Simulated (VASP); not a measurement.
The system is HfSiO4.

```xyz
12
Lattice="-3.2862 3.2862 2.9816 3.2862 -3.2862 2.9816 3.2862 3.2862 -2.9816" Properties=species:S:1:pos:R:3 pbc="T T T"
Hf    0.0000    3.2862    1.4908
Hf    0.0000    0.0000    0.0000
Si    3.2862    0.0000    1.4908
Si    0.0000    0.0000    2.9816
O     3.2862    2.0736   -1.0746
O     4.4989    0.0000    0.4162
O     0.0000    1.2126    1.9070
O     2.0736    0.0000    0.4162
O     3.2862    1.2126    2.5654
O     1.2126    0.0000    4.0562
O     3.2863   -1.2126    2.5654
O     2.0736    3.2862    1.0746
```

```yaml
Program: VASP 6.6.1
Task: relaxation of cell and atoms
Functional: PBE
Potentials_or_basis: VASP PAW PBE potentials, release 64 (Hf_pv, Si, O)
Cutoff: 600 eV
k_mesh: 4 × 4 × 4
Occupations: gaussian, width 0.01 eV
Spin: no spin polarisation
```

At the start: pressure 5.5 GPa; volume 10.73 Å³/atom.

How do energy, volume and symmetry change on relaxing?

Over 13 steps the energy falls by 4.9 meV/atom and the volume is 10.96 Å³/atom (+2.1 %); space group I4_1/amd (No. 141, to 0.1 Å) before and after.

Step by step:
| step | energy change (eV) | largest force (eV/Å) | pressure (GPa) | volume (Å³) |
| --- | --- | --- | --- | --- |
| 1 | 0.0000 | 0.5263 | 5.52 | 128.80 |
| 2 | 0.1524 | 1.1431 | -8.36 | 135.81 |
| 3 | -0.0567 | 0.1160 | 0.37 | 131.12 |
| 4 | -0.0567 | 0.1049 | 0.46 | 131.07 |
| 5 | -0.0582 | 0.0697 | -0.24 | 131.67 |
| 6 | -0.0585 | 0.0417 | -0.09 | 131.48 |
| 7 | -0.0585 | 0.0406 | -0.05 | 131.47 |
| 8 | -0.0590 | 0.0230 | -0.02 | 131.48 |
| 9 | -0.0592 | 0.0042 | 0.01 | 131.48 |
| 10 | -0.0592 | 0.0038 | 0.02 | 131.48 |
| 11 | -0.0592 | 0.0033 | 0.02 | 131.48 |
| 12 | -0.0592 | 0.0040 | -0.01 | 131.50 |
| 13 | -0.0592 | 0.0012 | 0.00 | 131.49 |

Final structure:
```
Hf Si O
1.0
    -3.30905    3.30905    3.00221
     3.30905   -3.30905    3.00221
     3.30905    3.30905   -3.00221
Hf Si O
2 2 8
Cartesian
  0.0000 3.3091 1.5011
  0.0000 0.0000 0.0000
  3.3091 0.0000 1.5011
  0.0000 0.0000 3.0022
  3.3091 2.0863 -1.0905
  4.5318 0.0000 0.4106
  0.0000 1.2227 1.9117
  2.0863 0.0000 0.4106
  3.3091 1.2227 2.5916
  1.2227 0.0000 4.0927
  3.3091 -1.2227 2.5916
  2.0863 3.3091 1.0905
```
